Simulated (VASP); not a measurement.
# AlMoW3 (P4mm) in VASP: a series of runs

Runs on AlMoW3. Level: PBE. Tasks: single point, relaxation of cell and atoms.

Program: VASP 6.6.1. These are calculated values, not measurements. Logs are shortened: lines on timing, memory, paths and dates and some standing lists are left out, and cuts for length are marked.

### Step 1. The cell of the first run

The structure is tetragonal, space group P4mm (No. 99). The conventional cell has a = 3.274 Å, b = 3.274 Å, c = 8.151 Å, α = 90.00°, β = 90.00°, γ = 90.00°. Within 3.6 Å of Al (site symmetry 4mm) lie 9 W at 2.75 to 2.79 Å and 1 Mo at 2.77 Å and 4 Al at 3.27 Å. Within 3.4 Å of Mo (site symmetry 4mm) lie 5 W at 2.59 to 2.65 Å and 1 Al at 2.77 Å and 4 Mo at 3.27 Å. Within 3.4 Å of W (site symmetry 4mm) lie 1 Mo at 2.59 Å and 8 W at 2.65 to 3.27 Å and 1 Al at 2.79 Å. W (site symmetry 4mm) has 9 W at 2.65 to 3.27 Å and 4 Al at 2.76 Å within 3.5 Å. W (site symmetry 4mm) has 4 Mo at 2.65 Å and 4 Al at 2.75 Å and 5 W at 3.00 to 3.27 Å within 3.5 Å.

### Step 2. Single point, PBE

Input file INCAR:

```
SYSTEM = AlMoW3
PREC = Accurate
ENCUT = 520
EDIFF = 1E-6
ISMEAR = 0
SIGMA = 0.2
LREAL = .False.
LASPH = .True.
NELM = 80
ALGO = Fast
ISIF = 2
LWAVE = .False.
LCHARG = .False.
GGA = PE
NBANDS = 38
```

Input file KPOINTS:

```
regular mesh
0
Gamma
  5 5 3
  0 0 0
```

Input file POSCAR:

```
AlMoW3
1.0
    3.2739922998      0.0000000000      0.0000000000
    0.0000000000      3.2739922998      0.0000000000
    0.0000000000      0.0000000000      8.1512530962
Al Mo W
1 1 3
Direct
    0.5000000000      0.5000000000      0.3850608497
    0.5000000000      0.5000000000      0.7253093450
    0.5000000000      0.5000000000      0.0426365733
    0.0000000000      0.0000000000      0.2006071905
    0.0000000000      0.0000000000      0.5682527215
```

Potentials or basis: VASP PAW PBE potentials, release 64 (Al, Mo_sv, W_sv).

Started as:

```bash
cat potpaw_PBE.64/Al/POTCAR potpaw_PBE.64/Mo_sv/POTCAR potpaw_PBE.64/W_sv/POTCAR > POTCAR
mpirun -np 1 vasp_std > vasp.out
```

OUTCAR:

```text
SYSTEM = AlMoW3
   PREC = Accurate
   ENCUT = 520
   EDIFF = 1E-6
   ISMEAR = 0
   LREAL = .False.
   LASPH = .True.
   NELM = 80
   ISIF = 2
   GGA = PE

 ion  position               nearest neighbor table
   1  0.500  0.500  0.385-   5 2.75   5 2.75   5 2.75   5 2.75   4 2.76   4 2.76   4 2.76   4 2.76
                             2 2.77   3 2.79
   2  0.500  0.500  0.725-   3 2.59   5 2.65   5 2.65   5 2.65   5 2.65   1 2.77
   3  0.500  0.500  0.043-   2 2.59   4 2.65   4 2.65   4 2.65   4 2.65   1 2.79
   4  0.000  0.000  0.201-   3 2.65   3 2.65   3 2.65   3 2.65   1 2.76   1 2.76   1 2.76   1 2.76
                             5 3.00
   5  0.000  0.000  0.568-   2 2.65   2 2.65   2 2.65   2 2.65   1 2.75   1 2.75   1 2.75   1 2.75
                             4 3.00

  LATTYP: Found a simple tetragonal cell.
 ALAT       =     3.2739922998
 C/A-ratio  =     2.4896983101

  Lattice vectors:

 A1 = (   3.2739922998,   0.0000000000,   0.0000000000)
 A2 = (   0.0000000000,   3.2739922998,   0.0000000000)
 A3 = (   0.0000000000,   0.0000000000,   8.1512530962)

Analysis of symmetry for initial positions (statically):
=====================================================================
 Subroutine PRICEL returns:
 Original cell was already a primitive cell.

 Routine SETGRP: Setting up the symmetry group for a
 simple tetragonal supercell.

 Subroutine GETGRP returns: Found  8 space group operations
 (whereof  8 operations were pure point group operations)
 out of a pool of 16 trial point group operations.

The static configuration has the point symmetry C_4v.

Analysis of symmetry for dynamics (positions and initial velocities):
=====================================================================
 Subroutine PRICEL returns:
 Original cell was already a primitive cell.

 Routine SETGRP: Setting up the symmetry group for a
 simple tetragonal supercell.

 Subroutine GETGRP returns: Found  8 space group operations
 (whereof  8 operations were pure point group operations)
 out of a pool of 16 trial point group operations.

The dynamic configuration has the point symmetry C_4v.

 Subroutine INISYM returns: Found  8 space group operations
 (whereof  8 operations are pure point group operations),
 and found     1 'primitive' translations

----------------------------------------------------------------------------------------

[... 85 lines left out ...]
   EDIFF  = 0.1E-05   stopping-criterion for ELM
   LREAL  =      F    real-space projection
   EDIFFG = 0.1E-04   stopping-criterion for IOM
   NSW    =      0    number of steps for IOM
   IBRION =     -1    ionic relax: 0-MD 1-quasi-New 2-CG
   NFREE  =      0    steps in history (QN), initial steepest desc. (CG)
   ISIF   =      2    stress and relaxation
   ISYM   =      2    0-nonsym 1-usesym 2-fastsym
   POTIM  = 0.5000    time-step for ionic-motion
   TEBEG  =    0.0;   TEEND  =   0.0 temperature during run
   PSTRESS=    0.0 pullay stress
   NELECT =      59.0000    total number of electrons
   NUPDOWN=      -1.0000    fix difference up-down
   EMIN   =  10.00;   EMAX   =-10.00  energy-range for DOS
   EFERMI =   0.00;   METHOD = LEGACY
   ISMEAR =     0;   SIGMA  =   0.20  broadening in eV -4-tet -1-fermi 0-gaus
   EFERMI_NEDOS =   21; number of points for ismear=-14 and -15
   IALGO  =     68    algorithm
   IMIX   =      4    mixing-type and parameters
     AMIX     =   0.40;   BMIX     =  1.00
     AMIX_MAG =   1.60;   BMIX_MAG =  1.00
  volume/ion in A,a.u.               =      17.47       117.93
  Fermi-wavevector in a.u.,A,eV,Ry     =   1.436257  2.714133 28.066578  2.062835
  Thomas-Fermi vector in A             =   2.555466
   LORBIT       =      0    0 simple, 1 ext, 2 COOP (PROOUT), +10 PAW based schemes
   GGA     = PE    functional components
   LHFCALC =     F    Hartree Fock is set to
   AEXX    =    0.0000 exact exchange contribution
   IVDW    =     0    specifies the selected vdW correction
   LEPSILON=     F    determine dielectric tensor
   LRPA    =     F    only Hartree local field effects (RPA)
 non-spin polarized calculation
 RMM-DIIS sequential band-by-band and
 Gauss-broadening in eV      SIGMA  =   0.20
  energy-cutoff  :      520.00
  volume of cell :       87.37
 maximum number of plane-waves:      2367
   NGX = 13   NGY = 13   NGZ = 31

 number of electron      59.0000009 magnetization

 Free energy of the ion-electron system (eV)
  ---------------------------------------------------
  ext. energy  EPLUGINS =         0.00000000
  ---------------------------------------------------
  free energy    TOTEN  =       -50.75952943 eV

  energy without entropy =      -50.67129874  energy(sigma->0) =      -50.71541409

 E-fermi :   9.2464     XC(G=0): -12.2561

 val. band max:        9.2375023168   @ k =   0.4000   0.0000   0.3333
 cond. band min:       9.3084771537   @ k =   0.2000   0.0000   0.0000
 fundamental gap:      0.0709748369
 Fermi energy:         9.2464460292

 k-point     1 :       0.0000    0.0000    0.0000
  band No.  band energies     occupation
      1     -64.4774      2.00000
      2     -64.4614      2.00000
      3     -64.2542      2.00000
      4     -51.1598      2.00000
      5     -28.9201      2.00000
      6     -28.9201      2.00000
[... 481 lines left out ...]
     37      12.5660      0.00000
     38      13.1872      0.00000

------------------------ aborting loop because EDIFF is reached ----------------------------------------

  FORCE on cell =-STRESS in cart. coord.  units (eV):
  Direction    XX          YY          ZZ          XY          YZ          ZX
  --------------------------------------------------------------------------------------
  -------------------------------------------------------------------------------------
  Total        0.2858000      0.2858000      0.4440105      0.0000000      0.0000000     -0.0000000
  in kB        5.2407470      5.2407470      8.1418692      0.0000000      0.0000000     -0.0000000
  external PRESSURE =       6.2077878 kB  Pullay stress =       0.0000000 kB

 VOLUME and BASIS-vectors are now :
 -----------------------------------------------------------------------------
  energy-cutoff  :      520.00
  volume of cell :       87.37
      direct lattice vectors                 reciprocal lattice vectors
     3.273992300  0.000000000  0.000000000     0.305437493  0.000000000  0.000000000
     0.000000000  3.273992300  0.000000000     0.000000000  0.305437493  0.000000000
     0.000000000  0.000000000  8.151253096     0.000000000  0.000000000  0.122680524

 POSITION                                       TOTAL-FORCE (eV/Angst)
 -----------------------------------------------------------------------------------
      1.63700      1.63700      3.13873         0.000000      0.000000     -0.002459
      1.63700      1.63700      5.91218         0.000000     -0.000000      0.049672
      1.63700      1.63700      0.34754         0.000000      0.000000     -0.029874
      0.00000      0.00000      1.63520         0.000000     -0.000000     -0.046682
      0.00000      0.00000      4.63197        -0.000000      0.000000      0.029343
 -----------------------------------------------------------------------------------
    total drift:                                0.000000     -0.000000      0.000170

  FREE ENERGIE OF THE ION-ELECTRON SYSTEM (eV)
  ---------------------------------------------------
  free  energy   TOTEN  =       -50.7595294327 eV

  energy  without entropy=      -50.6712987438  energy(sigma->0) =      -50.71541409
```

OSZICAR:

```text
N       E                     dE             d eps       ncg     rms          rms(c)
DAV:   1     0.753924915869E+03    0.75392E+03   -0.34971E+04   912   0.168E+03
DAV:   2    -0.130092756430E+02   -0.76693E+03   -0.74975E+03   966   0.542E+02
DAV:   3    -0.520635596450E+02   -0.39054E+02   -0.37321E+02  1146   0.118E+02
DAV:   4    -0.531105828998E+02   -0.10470E+01   -0.10319E+01  1088   0.179E+01
DAV:   5    -0.531290083106E+02   -0.18425E-01   -0.18414E-01  1064   0.255E+00    0.344E+01
RMM:   6    -0.513677806887E+02    0.17612E+01   -0.59811E+00  1081   0.115E+01    0.135E+01
RMM:   7    -0.521856383946E+02   -0.81786E+00   -0.53955E+00  1174   0.887E+00    0.807E+00
RMM:   8    -0.507873469199E+02    0.13983E+01   -0.23785E+00  1134   0.601E+00    0.177E+00
RMM:   9    -0.507825418817E+02    0.48050E-02   -0.36696E-01  1257   0.212E+00    0.102E+00
RMM:  10    -0.507590622993E+02    0.23480E-01   -0.46174E-02  1165   0.978E-01    0.380E-01
RMM:  11    -0.507595935113E+02   -0.53121E-03   -0.12682E-02  1265   0.476E-01    0.189E-01
RMM:  12    -0.507595647763E+02    0.28735E-04   -0.25050E-03  1247   0.245E-01    0.114E-01
RMM:  13    -0.507595195768E+02    0.45200E-04   -0.68869E-04  1271   0.139E-01    0.581E-02
RMM:  14    -0.507595313526E+02   -0.11776E-04   -0.16932E-04  1299   0.709E-02    0.239E-02
RMM:  15    -0.507595301144E+02    0.12382E-05   -0.41102E-05  1260   0.344E-02    0.871E-03
RMM:  16    -0.507595294327E+02    0.68174E-06   -0.85461E-06  1077   0.173E-02
   1 F= -.50759529E+02 E0= -.50715414E+02  d E =-.882307E-01
```

stdout:

```text
POSCAR found type information on POSCAR AlMoW
 POSCAR found :  3 types and       5 ions
 scaLAPACK will be used
 LDA part: xc-table for (Slater+PW92), standard interpolation
 POSCAR, INCAR and KPOINTS ok, starting setup
 FFT: planning ... GRIDC
 FFT: planning ... GRID_SOFT
 FFT: planning ... GRID
 WAVECAR not read
 entering main loop
```

Wall time 20 s (1 thread of Intel Xeon 6975P-C (Granite Rapids), shared host); peak memory 0.19 GiB.

What came out:

- Free energy: -50.7595 eV
- Pressure: 0.6 GPa
- Largest force: 0.050 eV/Å

Forces on the atoms (eV/Å):
```
Al   0.000  0.000 -0.002
Mo   0.000  0.000  0.050
W    0.000  0.000 -0.030
W    0.000  0.000 -0.047
W    0.000  0.000  0.029
```

Caveat: the k points lie up to 0.38 Å⁻¹ apart; spin-orbit coupling is left out, which moves the levels of the heavy elements.

### Step 3. Relaxation of cell and atoms, PBE

This run uses another cell than the first one, of 18.40 Å³/atom, 1.053 times its volume.

Input file INCAR:

```
SYSTEM = AlMoW3
ALGO = Normal
EDIFF = 1E-7
EDIFFG = -0.08
ENCUT = 600
GGA = PE
IBRION = 2
ISIF = 3
ISMEAR = 0
LASPH = .True.
LCHARG = .False.
LREAL = .False.
LWAVE = .False.
NELM = 100
NSW = 36
PREC = Accurate
SIGMA = 0.2
```

Input file KPOINTS:

```
k-points
0
Gamma
  5 5 3
  0 0 0
```

Input file POSCAR:

```
AlMoW3
1.0
    3.6303306000      0.0000000000      0.0000000000
    0.0000000000      3.6303306000      0.0000000000
    0.0000000000      0.0000000000      6.9818578100
Al Mo W
1 1 3
Direct
    0.5000000000      0.5000000000      0.3134720200
    0.5000000000      0.5000000000      0.7711251700
    0.5000000000      0.5000000000      0.0539742200
    0.0000000000      0.0000000000      0.1959107200
    0.0000000000      0.0000000000      0.5873845500
```

Potentials or basis: VASP PAW PBE potentials, release 64 (Al, Mo_sv, W_sv).

Started as:

```bash
cat potpaw_PBE.64/Al/POTCAR potpaw_PBE.64/Mo_sv/POTCAR potpaw_PBE.64/W_sv/POTCAR > POTCAR
mpirun -np 1 vasp_std > vasp.out
```

It took 6.2 min on 1 thread of Intel Xeon 6975P-C (Granite Rapids), shared host; peak memory 0.25 GiB.

Results (log left out):

```
Free energy                            : -50.7592 eV
Relaxed volume                         : 17.48 Å³/atom
Relaxed cell                           : a = 3.270 Å, b = 3.270 Å, c = 8.178 Å, α = 90.00°, β = 90.00°, γ = 90.00°
Space group after relaxing (to 0.05 Å) : P4mm (No. 99)
Energy gained by relaxing              : 2038.0 meV/atom
Ionic steps                            : 14
Pressure after relaxing                : 0.5 GPa
Largest force after relaxing           : 0.058 eV/Å
```

Forces in eV/Å, atoms in the order of the input:
```
Al   0.000  0.000 -0.058
Mo   0.000  0.000  0.055
W    0.000  0.000 -0.054
W    0.000  0.000  0.024
W    0.000  0.000  0.034
```

Stress tensor (GPa, compression positive):
```
0.62 0.00 0.00
0.00 0.62 0.00
0.00 0.00 0.37
```

Step by step:
```
step  energy change (eV)  largest force (eV/Å)  pressure (GPa)  volume (Å³)
   1              0.0000               23.3531           25.87        92.02
   2             -0.7305                8.7695          -12.77       124.67
   3             -3.0585                5.3281          -19.56       119.96
   4             -4.7041                3.7503          -23.29       115.97
   5             -8.0614                3.0763          -23.77       104.81
   6             -8.4865                3.4507          -16.12        98.62
   7             -8.5426                3.3131          -19.14       100.38
   8             -8.2681                5.7743           44.83        75.81
   9             -9.9356                1.6911            1.52        87.44
  10             -9.9375                1.7133            2.40        87.09
  11            -10.1805                0.3981            0.02        87.73
  12            -10.1889                0.1580           -0.37        87.85
  13            -10.1890                0.1438           -0.40        87.86
  14            -10.1902                0.0582            0.54        87.42
```

Final structure:
```
Al Mo W
1.0
     3.26958    0.00000    0.00000
     0.00000    3.26958    0.00000
     0.00000    0.00000    8.17786
Al Mo W
1 1 3
Direct
  0.50000 0.50000 0.38554
  0.50000 0.50000 0.72553
  0.50000 0.50000 0.04249
  0.00000 0.00000 0.19985
  0.00000 0.00000 0.56846
```

Levels at points of the mesh, in eV from the Fermi level:
| k point | band 28 | band 29 | band 30 | band 31 | band 32 | band 33 |
| --- | --- | --- | --- | --- | --- | --- |
| (0.00, 0.00, 0.00) | -0.69 | -0.15 | -0.15 | 0.15 | 0.52 | 0.52 |

Caveat: spin-orbit coupling is left out, which moves the levels of the heavy elements; the relaxation stopped at a loose force limit of 0.08 eV/Å, so its end isn't a converged minimum.
